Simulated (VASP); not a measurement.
# TaN (NiAs type) (P6_3/mmc) in VASP: relaxation of cell and atoms with PBE

Aim: the relaxation of cell and atoms of TaN (NiAs type) with PBE.

All numbers are computed with VASP 6.6.1; they aren't measurements. Logs are shortened: lines on timing, memory, paths and dates and some standing lists are left out, and cuts for length are marked.

## Step 1: The cell of the first run

It takes space group P6_3/mmc (No. 194, hexagonal). Conventional cell: a = 3.023 Å, b = 3.023 Å, c = 4.685 Å, α = 90.00°, β = 90.00°, γ = 120.00°. Ta (site symmetry -3m) has 6 N at 2.10 Å and 2 Ta at 2.34 Å within 2.8 Å. Within 2.8 Å of N (site symmetry -6m2) lie 6 Ta at 2.10 Å.

## Step 2: Relaxation of cell and atoms, PBE, target pressure 69 GPa, at which the enthalpy is minimised

Contents of INCAR:

```
PREC = Accurate
ENCUT = 600
EDIFF = 1E-7
ISMEAR = -1
SIGMA = 0.08
LREAL = False
LASPH = True
NELM = 120
ALGO = Normal
ISIF = 3
LWAVE = False
LCHARG = False
GGA = PE
IBRION = 2
NSW = 60
EDIFFG = -0.005
PSTRESS = 690.0
GGA_COMPAT = False
NELMIN = 4
```

Contents of KPOINTS:

```
regular mesh
0
Gamma
  11 11 6
```

Contents of POSCAR:

```
TaN
1.0
    3.0225678564      0.0000000000      0.0000000000
   -1.5112839282      2.6176205483      0.0000000000
    0.0000000000      0.0000000000      4.6849801774
Ta N
2 2
Direct
    0.0000000000      0.0000000000      0.0000000000
    0.0000000000      0.0000000000      0.5000000000
    0.3333333333      0.6666666667      0.2500000000
    0.6666666667      0.3333333333      0.7500000000
```

Potentials or basis: VASP PAW PBE potentials, release 64 (Ta_pv, N).

Started as:

```sh
$ cat potpaw_PBE.64/Ta_pv/POTCAR potpaw_PBE.64/N/POTCAR > POTCAR
$ mpirun -np 1 vasp_std > vasp.out
```

OUTCAR:

```text
PREC = Accurate
   ENCUT = 600
   EDIFF = 1E-7
   ISMEAR = -1
   LREAL = False
   LASPH = True
   NELM = 120
   ISIF = 3
   GGA = PE
   IBRION = 2
   NSW = 60
   EDIFFG = -0.005
   PSTRESS = 690.0
   NELMIN = 4

 ion  position               nearest neighbor table
   1  0.000  0.000  0.000-   3 2.10   4 2.10   3 2.10   4 2.10   4 2.10   3 2.10   2 2.34   2 2.34

   2  0.000  0.000  0.500-   3 2.10   4 2.10   3 2.10   4 2.10   4 2.10   3 2.10   1 2.34   1 2.34

   3  0.333  0.667  0.250-   1 2.10   2 2.10   1 2.10   2 2.10   1 2.10   2 2.10
   4  0.667  0.333  0.750-   1 2.10   2 2.10   1 2.10   2 2.10   1 2.10   2 2.10

  LATTYP: Found a hexagonal cell.
 ALAT       =     3.0225678564
 C/A-ratio  =     1.5500000000

  Lattice vectors:

 A1 = (   3.0225678564,   0.0000000000,   0.0000000000)
 A2 = (  -1.5112839282,   2.6176205483,   0.0000000000)
 A3 = (   0.0000000000,   0.0000000000,   4.6849801774)

Analysis of symmetry for initial positions (statically):
=====================================================================
 Subroutine PRICEL returns:
 Original cell was already a primitive cell.

 Routine SETGRP: Setting up the symmetry group for a
 hexagonal supercell.

 Subroutine GETGRP returns: Found 24 space group operations
 (whereof 12 operations were pure point group operations)
 out of a pool of 24 trial point group operations.

The static configuration has the point symmetry D_3d.
 The point group associated with its full space group is D_6h.

Analysis of symmetry for dynamics (positions and initial velocities):
=====================================================================
 Subroutine PRICEL returns:
 Original cell was already a primitive cell.

 Routine SETGRP: Setting up the symmetry group for a
 hexagonal supercell.

 Subroutine GETGRP returns: Found 24 space group operations
 (whereof 12 operations were pure point group operations)
 out of a pool of 24 trial point group operations.

The dynamic configuration has the point symmetry D_3d.
 The point group associated with its full space group is D_6h.

 Subroutine INISYM returns: Found 24 space group operations
 (whereof 12 operations are pure point group operations),
 and found     1 'primitive' translations

----------------------------------------------------------------------------------------

                                     Primitive cell

  volume of cell :      37.0673

  direct lattice vectors                    reciprocal lattice vectors
     3.022567856  0.000000000  0.000000000     0.330844516  0.191013170  0.000000000
    -1.511283928  2.617620548  0.000000000     0.000000000  0.382026341  0.000000000
[... 102 lines left out ...]
   EMIN   =  10.00;   EMAX   =-10.00  energy-range for DOS
   EFERMI =   0.00;   METHOD = LEGACY
   ISMEAR =    -1;   SIGMA  =   0.08  broadening in eV -4-tet -1-fermi 0-gaus
   EFERMI_NEDOS =   21; number of points for ismear=-14 and -15
   IALGO  =     38    algorithm
   IMIX   =      4    mixing-type and parameters
     AMIX     =   0.40;   BMIX     =  1.00
     AMIX_MAG =   1.60;   BMIX_MAG =  1.00
  volume/ion in A,a.u.               =       9.27        62.54
  Fermi-wavevector in a.u.,A,eV,Ry     =   1.558815  2.945734 33.060866  2.429905
  Thomas-Fermi vector in A             =   2.662265
   LORBIT       =      0    0 simple, 1 ext, 2 COOP (PROOUT), +10 PAW based schemes
   GGA     = PE    functional components
   LHFCALC =     F    Hartree Fock is set to
   AEXX    =    0.0000 exact exchange contribution
   IVDW    =     0    specifies the selected vdW correction
   LEPSILON=     F    determine dielectric tensor
   LRPA    =     F    only Hartree local field effects (RPA)
 conjugate gradient relaxation of ions
 non-spin polarized calculation
  energy-cutoff  :      600.00
  volume of cell :       37.07
 maximum number of plane-waves:      1264
   NGX = 13   NGY = 13   NGZ = 19

--------------------------------------- Ionic step        1  -------------------------------------------

 number of electron      32.0000000 magnetization

 Free energy of the ion-electron system (eV)
  ---------------------------------------------------
  ext. energy  EPLUGINS =         0.00000000
  ---------------------------------------------------
  free energy    TOTEN  =       -39.36337315 eV

  energy without entropy =      -39.32565297  energy(sigma->0) =      -39.34451306

------------------------ aborting loop because EDIFF is reached ----------------------------------------

  FORCE on cell =-STRESS in cart. coord.  units (eV):
  Direction    XX          YY          ZZ          XY          YZ          ZX
  --------------------------------------------------------------------------------------
  -------------------------------------------------------------------------------------
  Total       15.2414364     15.2414364     43.8880278     -0.0000000      0.0000000      0.0000000
  in kB      658.7884431    658.7884431   1896.9947965     -0.0000000      0.0000000      0.0000000
  external PRESSURE =     381.5238942 kB  Pullay stress =     690.0000000 kB
[... 103 lines left out ...]
  energy  without entropy=      -43.2078155787  energy(sigma->0) =      -43.22985521

  enthalpy is  TOTEN    =       -25.0084102417 eV   P V=       18.2434846006

 E-fermi :  10.8456     XC(G=0): -14.6186

 val. band max:       10.8202585909   @ k =   0.0909   0.0000   0.0000
 cond. band min:      10.8597830123   @ k =   0.2727   0.2727   0.1667
 fundamental gap:      0.0395244213
 Fermi energy:        10.8455901526

 k-point     1 :       0.0000    0.0000    0.0000
  band No.  band energies     occupation
      1     -25.3167      2.00000
      2     -23.3778      2.00000
      3     -23.0700      2.00000
      4     -23.0700      2.00000
      5     -22.8941      2.00000
      6     -22.8941      2.00000
[... 541 lines left out ...]
     19      13.9492      0.00000
     20      14.6828      0.00000

 [... further k-points ...]

[... ionic steps 4 to 11 ...]

--------------------------------------- Ionic step       12  -------------------------------------------

 number of electron      31.9999998 magnetization

------------------------ aborting loop because EDIFF is reached ----------------------------------------
[... 75 lines left out ...]
--------------------------------------- Ionic step       14  -------------------------------------------

 number of electron      31.9999998 magnetization

 Free energy of the ion-electron system (eV)
  ---------------------------------------------------
  ext. energy  EPLUGINS =         0.00000000
  ---------------------------------------------------
  free energy    TOTEN  =       -42.85805094 eV

  energy without entropy =      -42.83751030  energy(sigma->0) =      -42.84778062

 E-fermi :   9.7693     XC(G=0): -14.1326

 val. band max:        9.7453143365   @ k =   0.0909   0.0000   0.1667
 cond. band min:       9.8026896530   @ k =   0.2727   0.2727   0.0000
 fundamental gap:      0.0573753165
 Fermi energy:         9.7693279907

 k-point     1 :       0.0000    0.0000    0.0000
  band No.  band energies     occupation
      1     -25.9752      2.00000
      2     -24.7620      2.00000
      3     -24.3065      2.00000
      4     -24.3065      2.00000
      5     -24.2088      2.00000
      6     -24.2088      2.00000
[... 578 lines left out ...]
  energy  without entropy=      -42.8375102983  energy(sigma->0) =      -42.84778062

  enthalpy is  TOTEN    =       -26.7034667136 eV   P V=       16.1545842241

 reached required accuracy - stopping structural energy minimisation
```

CONTCAR:

```text
TaN
   1.00000000000000
     2.7632337912403475   -0.0000000000000000   -0.0000000000000000
    -1.3816168956201738    2.3930306598026374    0.0000000000000000
    -0.0000000000000000   -0.0000000000000000    5.6727204541367016
  Ta              N
     2     2
Direct
     0.0000000000000000    0.0000000000000000    0.0000000000000000
     0.0000000000000000    0.0000000000000000    0.5000000000000000
     0.3333333332999970    0.6666666667000030    0.2500000000000000
     0.6666666667000030    0.3333333332999970    0.7500000000000000

  0.00000000E+00  0.00000000E+00  0.00000000E+00
  0.00000000E+00  0.00000000E+00  0.00000000E+00
  0.00000000E+00  0.00000000E+00  0.00000000E+00
  0.00000000E+00  0.00000000E+00  0.00000000E+00
```

It took 4.1 min on 1 thread of Intel Xeon Platinum 8559C (Emerald Rapids), shared host; peak memory 0.2 GiB.

Results:

```yaml
Free_energy: -42.8581 eV
Relaxed_volume: 9.38 Å³/atom
Relaxed_cell: a = 2.763 Å, b = 2.763 Å, c = 5.673 Å, α = 90.00°, β = 90.00°, γ = 120.00°
Space_group_after_relaxing_to_0.05_Å: P6_3/mmc (No. 194)
Energy_change_on_relaxing_the_enthalpy_is_what_falls: -873.7 meV/atom
Ionic_steps: 14
Pressure_after_relaxing: 69.0 GPa
Band_gap_on_the_k_mesh: zero (band 16 reaches 10.38 eV, above the bottom of band 17 at 9.14 eV)
```

Step by step:
| step | energy change (eV) | largest force (eV/Å) | pressure (GPa) | volume (Å³) |
| --- | --- | --- | --- | --- |
| 1 | 0.0000 | 0.0000 | 107.15 | 37.07 |
| 2 | -4.0524 | 0.0000 | -29.73 | 48.69 |
| 3 | -3.8885 | 0.0000 | 18.22 | 42.36 |
| 4 | -2.1267 | 0.0000 | 65.88 | 37.47 |
| 5 | -4.1515 | 0.0000 | 36.87 | 39.70 |
| 6 | -4.2534 | 0.0000 | 34.30 | 39.95 |
| 7 | -1.4643 | 0.0000 | 133.60 | 34.45 |
| 8 | -3.5809 | 0.0000 | 66.04 | 37.72 |
| 9 | -3.5507 | 0.0000 | 67.22 | 37.65 |
| 10 | -3.5311 | 0.0000 | 67.98 | 37.61 |
| 11 | -3.4753 | 0.0000 | 69.76 | 37.47 |
| 12 | -3.4771 | 0.0000 | 69.70 | 37.47 |
| 13 | -3.5160 | 0.0000 | 68.18 | 37.56 |
| 14 | -3.4947 | 0.0000 | 69.02 | 37.51 |

Final structure:
```yaml
crystal:
  lattice:
    - [2.76323, 0.00000, 0.00000]
    - [-1.38162, 2.39303, 0.00000]
    - [0.00000, 0.00000, 5.67272]
  atoms:
    - { symbol: Ta, position: [0.00000, 0.00000, 0.00000] }
    - { symbol: Ta, position: [0.00000, 0.00000, 0.50000] }
    - { symbol: N, position: [0.33333, 0.66667, 0.25000] }
    - { symbol: N, position: [0.66667, 0.33333, 0.75000] }
```

Levels at points of the mesh, in eV from the Fermi level:
```tsv
k point	band 14	band 15	band 16	band 17	band 18	band 19
(0.00, 0.00, 0.00)	-2.11	-2.11	-0.32	-0.32	0.70	0.70
(0.00, 0.00, 0.50)	-4.32	-0.89	-0.89	1.19	1.19	1.19
```

Caveat: the cell is relaxed towards a set pressure, so the enthalpy falls and the energy may rise; spin-orbit coupling is left out, which moves the levels of the heavy elements.
